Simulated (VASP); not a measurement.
# SnSe (Fm-3m) in VASP: further runs

The runs below take SnSe through electric field gradients, with PBE.

Everything below comes from runs of VASP 6.6.1. Logs are shortened: lines on timing, memory, paths and dates and some standing lists are left out, and cuts for length are marked.

## 1. The cell of the first run

It takes space group Fm-3m (No. 225, cubic). Conventional cell: a = 6.060 Å, b = 6.060 Å, c = 6.060 Å, α = 90.00°, β = 90.00°, γ = 90.00°. Sn (site symmetry m-3m) has 6 Se at 3.03 Å within 4.0 Å. Se (site symmetry m-3m) has 6 Sn at 3.03 Å within 4.0 Å.

## 2. Electric field gradients, PBE (volume scaled by 1.02)

Input file INCAR:

```
PREC = Accurate ; ENCUT = 520
EDIFF = 1E-8 ; ISMEAR = -1
SIGMA = 0.02 ; LREAL = False
LASPH = True ; NELM = 60
ALGO = Normal ; ISIF = 2
LWAVE = False ; LCHARG = False
GGA = PE ; LEFG = True
NBANDS = 17
```

Input file KPOINTS:

```
regular mesh
0
Gamma
  9 9 9
```

Input file POSCAR:

```
SnSe
1.0
    0.0000000000      3.0299343558      3.0299343558
    3.0299343558      0.0000000000      3.0299343558
    3.0299343558      3.0299343558      0.0000000000
Sn Se
1 1
Direct
    0.0000000000      0.0000000000      0.0000000000
    0.5000000000      0.5000000000      0.5000000000
```

Potentials or basis: VASP PAW PBE potentials, release 64 (Sn_d, Se).

The run is started by

```bash
> cat potpaw_PBE.64/Sn_d/POTCAR potpaw_PBE.64/Se/POTCAR > POTCAR
> mpirun -np 1 vasp_std > vasp.out
```

OUTCAR:

```text
PREC = Accurate
   ENCUT = 520
   EDIFF = 1E-8
   ISMEAR = -1
   LREAL = False
   LASPH = True
   NELM = 60
   ISIF = 2
   GGA = PE

 ion  position               nearest neighbor table
   1  0.000  0.000  0.000-   2 3.03   2 3.03   2 3.03   2 3.03   2 3.03   2 3.03
   2  0.500  0.500  0.500-   1 3.03   1 3.03   1 3.03   1 3.03   1 3.03   1 3.03

  LATTYP: Found a face centered cubic cell.
 ALAT       =     6.0598687116

  Lattice vectors:

 A1 = (   0.0000000000,   3.0299343558,   3.0299343558)
 A2 = (   3.0299343558,   0.0000000000,   3.0299343558)
 A3 = (   3.0299343558,   3.0299343558,   0.0000000000)

Analysis of symmetry for initial positions (statically):
=====================================================================
 Subroutine PRICEL returns:
 Original cell was already a primitive cell.

 Routine SETGRP: Setting up the symmetry group for a
 face centered cubic supercell.

 Subroutine GETGRP returns: Found 48 space group operations
 (whereof 48 operations were pure point group operations)
 out of a pool of 48 trial point group operations.

The static configuration has the point symmetry O_h .

Analysis of symmetry for dynamics (positions and initial velocities):
=====================================================================
 Subroutine PRICEL returns:
 Original cell was already a primitive cell.

 Routine SETGRP: Setting up the symmetry group for a
 face centered cubic supercell.

 Subroutine GETGRP returns: Found 48 space group operations
 (whereof 48 operations were pure point group operations)
 out of a pool of 48 trial point group operations.

The dynamic configuration has the point symmetry O_h .

 Subroutine INISYM returns: Found 48 space group operations
 (whereof 48 operations are pure point group operations),
 and found     1 'primitive' translations

----------------------------------------------------------------------------------------

                                     Primitive cell

  volume of cell :      55.6326

  direct lattice vectors                    reciprocal lattice vectors
     0.000000000  3.029934356  3.029934356    -0.165020077  0.165020077  0.165020077
     3.029934356  0.000000000  3.029934356     0.165020077 -0.165020077  0.165020077
     3.029934356  3.029934356  0.000000000     0.165020077  0.165020077 -0.165020077

  length of vectors
     4.284974259  4.284974259  4.284974259     0.285823157  0.285823157  0.285823157

  position of ions in fractional coordinates (direct lattice)
     0.000000000  0.000000000  0.000000000
     0.500000000  0.500000000  0.500000000

  ion indices of the primitive-cell ions
   primitive index   ion index
                 1           1
                 2           2

----------------------------------------------------------------------------------------

 KPOINTS: regular mesh

Automatic generation of k-mesh.
 Grid dimensions read from file:
 generate k-points for:    9    9    9

 Generating k-lattice:

  Cartesian coordinates                     Fractional coordinates (reciprocal lattice)
    -0.018335564  0.018335564  0.018335564     0.111111111  0.000000000  0.000000000
     0.018335564 -0.018335564  0.018335564     0.000000000  0.111111111  0.000000000
     0.018335564  0.018335564 -0.018335564     0.000000000  0.000000000  0.111111111

  Length of vectors
     0.031758129  0.031758129  0.031758129

  Shift w.r.t. Gamma in fractional coordinates (k-lattice)
     0.000000000  0.000000000  0.000000000

 Subroutine IBZKPT returns following result:
 ===========================================

 Found     35 irreducible k-points:

 Following reciprocal coordinates:
            Coordinates               Weight
  0.000000  0.000000  0.000000      1.000000
  0.111111  0.000000  0.000000      8.000000
  0.222222  0.000000  0.000000      8.000000
  0.333333  0.000000  0.000000      8.000000
  0.444444  0.000000  0.000000      8.000000
  0.111111  0.111111  0.000000      6.000000
[... 16 lines left out ...]
 -0.333333  0.333333  0.000000     12.000000
  0.444444  0.444444  0.000000      6.000000
 [... further k-points ...]
   k-points           NKPTS =     35   k-points in BZ     NKDIM =     35   number of bands    NBANDS=     17
   number of dos      NEDOS =    301   number of ions     NIONS =      2
   total plane-waves  NPLWV =  32768
   dimension x,y,z NGX =    32 NGY =   32 NGZ =   32
   dimension x,y,z NGXF=    64 NGYF=   64 NGZF=   64
   ions per type =               1   1
   NGX,Y,Z   is equivalent  to a cutoff of  12.42, 12.42, 12.42 a.u.
   NGXF,Y,Z  is equivalent  to a cutoff of  24.83, 24.83, 24.83 a.u.
 SYSTEM =  unknown system
   PREC   = accura    normal or accurate (medium, high low for compatibility)
   ISTART =      0    job   : 0-new  1-cont  2-samecut
   ICHARG =      2    charge: 1-file 2-atom 10-const
   ISPIN  =      1    spin polarized calculation?
   LNONCOLLINEAR =      F non collinear calculations
   LSORBIT =      F    spin-orbit coupling
   LASPH  =      T    aspherical Exc in radial PAW
   ENCUT  =  520.0 eV  38.22 Ry    6.18 a.u.   7.97  7.97  7.97*2*pi/ulx,y,z
   NELM   =     60;   NELMIN=  2; NELMDL= -5     # of ELM steps
   EDIFF  = 0.1E-07   stopping-criterion for ELM
   LREAL  =      F    real-space projection
   EDIFFG = 0.1E-06   stopping-criterion for IOM
   NSW    =      0    number of steps for IOM
   IBRION =     -1    ionic relax: 0-MD 1-quasi-New 2-CG
   NFREE  =      0    steps in history (QN), initial steepest desc. (CG)
   ISIF   =      2    stress and relaxation
   ISYM   =      2    0-nonsym 1-usesym 2-fastsym
   POTIM  = 0.5000    time-step for ionic-motion
   TEBEG  =    0.0;   TEEND  =   0.0 temperature during run
   PSTRESS=    0.0 pullay stress
   NELECT =      20.0000    total number of electrons
   NUPDOWN=      -1.0000    fix difference up-down
   EMIN   =  10.00;   EMAX   =-10.00  energy-range for DOS
   EFERMI =   0.00;   METHOD = LEGACY
   ISMEAR =    -1;   SIGMA  =   0.02  broadening in eV -4-tet -1-fermi 0-gaus
   EFERMI_NEDOS =   21; number of points for ismear=-14 and -15
   IALGO  =     38    algorithm
   IMIX   =      4    mixing-type and parameters
     AMIX     =   0.40;   BMIX     =  1.00
     AMIX_MAG =   1.60;   BMIX_MAG =  1.00
  volume/ion in A,a.u.               =      27.82       187.71
  Fermi-wavevector in a.u.,A,eV,Ry     =   1.164059  2.199752 18.436344  1.355033
  Thomas-Fermi vector in A             =   2.300601
   LORBIT       =      0    0 simple, 1 ext, 2 COOP (PROOUT), +10 PAW based schemes
   GGA     = PE    functional components
   LHFCALC =     F    Hartree Fock is set to
   AEXX    =    0.0000 exact exchange contribution
   IVDW    =     0    specifies the selected vdW correction
   LEPSILON=     F    determine dielectric tensor
   LRPA    =     F    only Hartree local field effects (RPA)
 non-spin polarized calculation
  energy-cutoff  :      520.00
  volume of cell :       55.63
 maximum number of plane-waves:      1516
   NGX = 15   NGY = 15   NGZ = 15

 number of electron      19.9999999 magnetization

 Free energy of the ion-electron system (eV)
  ---------------------------------------------------
  ext. energy  EPLUGINS =         0.00000000
  ---------------------------------------------------
  free energy    TOTEN  =        -8.21793695 eV

  energy without entropy =       -8.21793695  energy(sigma->0) =       -8.21793695

 E-fermi :   5.5968     XC(G=0):  -9.5074

 val. band max:        5.2596534836   @ k =   0.4444   0.0000   0.0000
 cond. band min:       5.9293257598   @ k =  -0.3333   0.1111   0.0000
 fundamental gap:      0.6696722761
 Fermi energy:         5.5968459222

 k-point     1 :       0.0000    0.0000    0.0000
  band No.  band energies     occupation
      1     -16.2398      2.00000
      2     -16.2398      2.00000
      3     -16.2398      2.00000
      4     -16.2367      2.00000
      5     -16.2367      2.00000
      6      -8.3591      2.00000
[... 9 lines left out ...]
     16      11.2617      0.00000
     17      13.5056      0.00000

 k-point     2 :       0.1111    0.0000    0.0000
  band No.  band energies     occupation
      1     -16.2395      2.00000
      2     -16.2392      2.00000
      3     -16.2392      2.00000
      4     -16.2368      2.00000
      5     -16.2368      2.00000
      6      -8.2757      2.00000
[... 9 lines left out ...]
     16      11.5519      0.00000
     17      14.3128      0.00000
[... 421 lines left out ...]
 k-point    24 :       0.4444    0.4444    0.0000
  band No.  band energies     occupation
      1     -16.2609      2.00000
      2     -16.2455      2.00000
      3     -16.2300      2.00000
      4     -16.2242      2.00000
      5     -16.2242      2.00000
      6      -7.2533      2.00000
[... 9 lines left out ...]
     16      16.8607      0.00000
     17      17.9174      0.00000

 [... further k-points ...]
[... 5 lines left out ...]
  --------------------------------------------------------------------------------------
  -------------------------------------------------------------------------------------
  Total        0.0082500      0.0082500      0.0082500      0.0000000     -0.0000000      0.0000000
  in kB        0.2375945      0.2375945      0.2375945      0.0000000     -0.0000000      0.0000000
  external PRESSURE =       0.2375945 kB  Pullay stress =       0.0000000 kB

 VOLUME and BASIS-vectors are now :
 -----------------------------------------------------------------------------
  energy-cutoff  :      520.00
  volume of cell :       55.63
      direct lattice vectors                 reciprocal lattice vectors
     0.000000000  3.029934356  3.029934356    -0.165020077  0.165020077  0.165020077
     3.029934356  0.000000000  3.029934356     0.165020077 -0.165020077  0.165020077
     3.029934356  3.029934356  0.000000000     0.165020077  0.165020077 -0.165020077

 POSITION                                       TOTAL-FORCE (eV/Angst)
 -----------------------------------------------------------------------------------
      0.00000      0.00000      0.00000         0.000000     -0.000000     -0.000000
      3.02993      3.02993      3.02993        -0.000000      0.000000      0.000000
 -----------------------------------------------------------------------------------
    total drift:                                0.000000     -0.000000     -0.000000

  FREE ENERGIE OF THE ION-ELECTRON SYSTEM (eV)
  ---------------------------------------------------
  free  energy   TOTEN  =        -8.2179369523 eV

  energy  without entropy=       -8.2179369494  energy(sigma->0) =       -8.21793695

 Electric field gradients (V/A^2)
---------------------------------------------------------------------
 ion       V_xx      V_yy      V_zz      V_xy      V_xz      V_yz
---------------------------------------------------------------------
   1      -0.000    -0.000    -0.000     0.001     0.001     0.001
   2      -0.000     0.000     0.000     0.000     0.000     0.000
---------------------------------------------------------------------

 Electric field gradients after diagonalization (V/A^2)
 (convention: |V_zz| > |V_xx| > |V_yy|)
----------------------------------------------------------------------
 ion       V_xx      V_yy      V_zz     asymmetry (V_yy - V_xx)/ V_zz
----------------------------------------------------------------------
   1      -0.001    -0.001     0.002       0.000
   2      -0.000    -0.000     0.000       0.000
----------------------------------------------------------------------

           NMR quadrupolar parameters

 Cq : quadrupolar parameter    Cq=e*Q*V_zz/h
 eta: asymmetry parameters     (V_yy - V_xx)/ V_zz
 Q  : nuclear electric quadrupole moment in mb (millibarn)
----------------------------------------------------------------------
 ion       Cq(MHz)       eta       Q (mb)
----------------------------------------------------------------------
   1       0.000       0.000       1.000
   2       0.000       0.000       1.000
----------------------------------------------------------------------
```

It took 14 s on 1 thread of Intel Xeon 6975P-C (Granite Rapids), shared host; peak memory 0.19 GiB.

What came out:

```
Free energy : -8.2179 eV
Pressure    : 0.0 GPa
```

Levels at points of the mesh, in eV from the Fermi level:
```csv
k point,band 6,band 7,band 8,band 9,band 10,band 11,band 12,band 13,band 14,band 15
"(0.00, 0.00, 0.00)",-13.96,-5.35,-2.36,-2.36,-2.36,4.02,4.02,4.02,5.66,5.66
```

Caveat: this odd mesh misses L, where the gap lies, so gap, dielectric constants and Born charges aren't listed; without QUAD_EFG the Cq values of the log hold for a quadrupole moment of 1 mb, not for the nuclei; spin-orbit coupling is left out, which moves the levels of the heavy elements.

(Part 1 of 2 ends here.)
